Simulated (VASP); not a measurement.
# CdS (Fm-3m) in VASP: further runs, part 2 of 2

VASP 6.6.1. The steps go on from the part before.

## 3. Single point, PBEsol

This run uses another cell than the first one, of 21.39 Å³/atom, 1.025 times its volume.

Contents of INCAR:

```
PREC = Accurate
ENCUT = 500
EDIFF = 1E-6
ISMEAR = 0
SIGMA = 0.01
LREAL = F
LASPH = T
NELM = 120
ALGO = Normal
ISIF = 2
LWAVE = F
LCHARG = T
GGA = PS
LELF = T
LVHAR = T
NBANDS = 16
GGA_COMPAT = F
```

Contents of KPOINTS:

```
Automatic mesh
0
Gamma
  6 6 6
```

Contents of POSCAR:

```
CdS
1.0
    0.0000000000      2.7759991146      2.7759991146
    2.7759991146      0.0000000000      2.7759991146
    2.7759991146      2.7759991146      0.0000000000
Cd S
1 1
Direct
    0.0000000000      0.0000000000      0.0000000000
    0.5000000000      0.5000000000      0.5000000000
```

Potentials or basis: VASP PAW PBE potentials, release 64 (Cd, S).

Run with:

```console
cat potpaw_PBE.64/Cd/POTCAR potpaw_PBE.64/S/POTCAR > POTCAR
mpirun -np 1 vasp_std > vasp.out
```

OUTCAR:

```text
PREC = Accurate
   ENCUT = 500
   EDIFF = 1E-6
   ISMEAR = 0
   LREAL = F
   LASPH = T
   NELM = 120
   ISIF = 2
   GGA = PS

 ion  position               nearest neighbor table
   1  0.000  0.000  0.000-   2 2.78   2 2.78   2 2.78   2 2.78   2 2.78   2 2.78
   2  0.500  0.500  0.500-   1 2.78   1 2.78   1 2.78   1 2.78   1 2.78   1 2.78

  LATTYP: Found a face centered cubic cell.
 ALAT       =     5.5519982292

  Lattice vectors:

 A1 = (   0.0000000000,   2.7759991146,   2.7759991146)
 A2 = (   2.7759991146,   0.0000000000,   2.7759991146)
 A3 = (   2.7759991146,   2.7759991146,   0.0000000000)

Analysis of symmetry for initial positions (statically):
=====================================================================
 Subroutine PRICEL returns:
 Original cell was already a primitive cell.

 Routine SETGRP: Setting up the symmetry group for a
 face centered cubic supercell.

 Subroutine GETGRP returns: Found 48 space group operations
[... 152 lines left out ...]
  ---------------------------------------------------
  free energy    TOTEN  =        -6.58110864 eV

  energy without entropy =       -6.58110864  energy(sigma->0) =       -6.58110864

 E-fermi :   2.4543     XC(G=0): -10.3870

 val. band max:        2.3864428139   @ k =   0.5000   0.0000   0.0000
 cond. band min:       2.5125893574   @ k =   0.5000   0.5000   0.0000
 fundamental gap:      0.1261465435
 Fermi energy:         2.4543450319

 k-point     1 :       0.0000    0.0000    0.0000
  band No.  band energies     occupation
      1     -10.1305      2.00000
      2      -5.1309      2.00000
      3      -5.1309      2.00000
      4      -5.1297      2.00000
      5      -5.1297      2.00000
      6      -5.1297      2.00000
[... 281 lines left out ...]
      3      -5.1868      2.00000
      4      -5.0199      2.00000
      5      -4.8846      2.00000
      6      -4.4154      2.00000
[... 8 lines left out ...]
     15      15.8818      0.00000
     16      16.9510      0.00000

------------------------ aborting loop because EDIFF is reached ----------------------------------------

  FORCE on cell =-STRESS in cart. coord.  units (eV):
  Direction    XX          YY          ZZ          XY          YZ          ZX
  --------------------------------------------------------------------------------------
  -------------------------------------------------------------------------------------
  Total       -1.4538638     -1.4538638     -1.4538638      0.0000000      0.0000000     -0.0000000
  in kB      -54.4435367    -54.4435367    -54.4435367      0.0000000      0.0000000     -0.0000000
  external PRESSURE =     -54.4435367 kB  Pullay stress =       0.0000000 kB

 VOLUME and BASIS-vectors are now :
 -----------------------------------------------------------------------------
  energy-cutoff  :      500.00
  volume of cell :       42.78
      direct lattice vectors                 reciprocal lattice vectors
     0.000000000  2.775999115  2.775999115    -0.180115331  0.180115331  0.180115331
     2.775999115  0.000000000  2.775999115     0.180115331 -0.180115331  0.180115331
     2.775999115  2.775999115  0.000000000     0.180115331  0.180115331 -0.180115331

 POSITION                                       TOTAL-FORCE (eV/Angst)
 -----------------------------------------------------------------------------------
      0.00000      0.00000      0.00000        -0.000000      0.000000      0.000000
      2.77600      2.77600      2.77600         0.000000     -0.000000     -0.000000
 -----------------------------------------------------------------------------------
    total drift:                               -0.000000      0.000000      0.000000

  FREE ENERGIE OF THE ION-ELECTRON SYSTEM (eV)
  ---------------------------------------------------
  free  energy   TOTEN  =        -6.5811086400 eV

  energy  without entropy=       -6.5811086400  energy(sigma->0) =       -6.58110864
```

OSZICAR:

```text
N       E                     dE             d eps       ncg     rms          rms(c)
DAV:   1     0.103740644319E+03    0.10374E+03   -0.88786E+03   520   0.101E+03
DAV:   2    -0.337172384119E+01   -0.10711E+03   -0.98540E+02   600   0.251E+02
DAV:   3    -0.710784673556E+01   -0.37361E+01   -0.37293E+01   688   0.491E+01
DAV:   4    -0.712461555279E+01   -0.16769E-01   -0.16768E-01   568   0.324E+00
DAV:   5    -0.712477753316E+01   -0.16198E-03   -0.16198E-03   680   0.313E-01    0.647E+00
DAV:   6    -0.660901775788E+01    0.51576E+00   -0.85156E-01   688   0.118E+01    0.559E+00
DAV:   7    -0.658522032191E+01    0.23797E-01   -0.13208E-01   608   0.269E+00    0.290E+00
DAV:   8    -0.658134429593E+01    0.38760E-02   -0.15252E-02   576   0.149E+00    0.201E-01
DAV:   9    -0.658108630434E+01    0.25799E-03   -0.13924E-03   624   0.513E-01    0.480E-02
DAV:  10    -0.658109711725E+01   -0.10813E-04   -0.15621E-04   624   0.146E-01    0.494E-02
DAV:  11    -0.658111093261E+01   -0.13815E-04   -0.24410E-05   608   0.482E-02    0.135E-02
DAV:  12    -0.658110862744E+01    0.23052E-05   -0.57217E-06   680   0.251E-02    0.468E-03
DAV:  13    -0.658110863996E+01   -0.12514E-07   -0.53570E-07   328   0.510E-03
   1 F= -.65811086E+01 E0= -.65811086E+01  d E =-.144906E-18
```

stdout:

```text
POSCAR found type information on POSCAR CdS
 POSCAR found :  2 types and       2 ions
 scaLAPACK will be used
 -----------------------------------------------------------------------------
|                                                                             |
|                                                                             |
|     You enforced a specific xc type in the INCAR file but a different       |
|     I HOPE YOU KNOW WHAT YOU ARE DOING!                                     |
|                                                                             |
 -----------------------------------------------------------------------------

 LDA part: xc-table for (Slater+PW92), standard interpolation
 POSCAR, INCAR and KPOINTS ok, starting setup
 FFT: planning ... GRIDC
 FFT: planning ... GRID_SOFT
 FFT: planning ... GRID
 WAVECAR not read
 entering main loop
```

Run time: 26 s. Hardware: 1 thread of Intel Xeon 8259CL, shared host; peak memory 0.17 GiB.

Results:

| Quantity | Value |
| --- | --- |
| Free energy | -6.5811 eV |
| Pressure | -5.4 GPa |
| Band gap on the k mesh | 0.13 eV, indirect (least direct gap 1.26 eV) |

Levels at points of the mesh, in eV from the valence-band top:
| k point | band 7 | band 8 | band 9 | band 10 | band 11 | band 12 |
| --- | --- | --- | --- | --- | --- | --- |
| (0.00, 0.00, 0.00) | -0.66 | -0.66 | -0.66 | 0.60 | 9.13 | 9.13 |
| (0.50, 0.00, 0.00) | -4.71 | 0.00 | 0.00 | 3.38 | 5.82 | 5.82 |
| (0.50, 0.50, 0.00) | -4.02 | -2.00 | -2.00 | 0.13 | 5.96 | 9.44 |

Caveat: the PAW data sets were made with another functional, which shifts forces and pressure a little. A k mesh can miss the band edges.
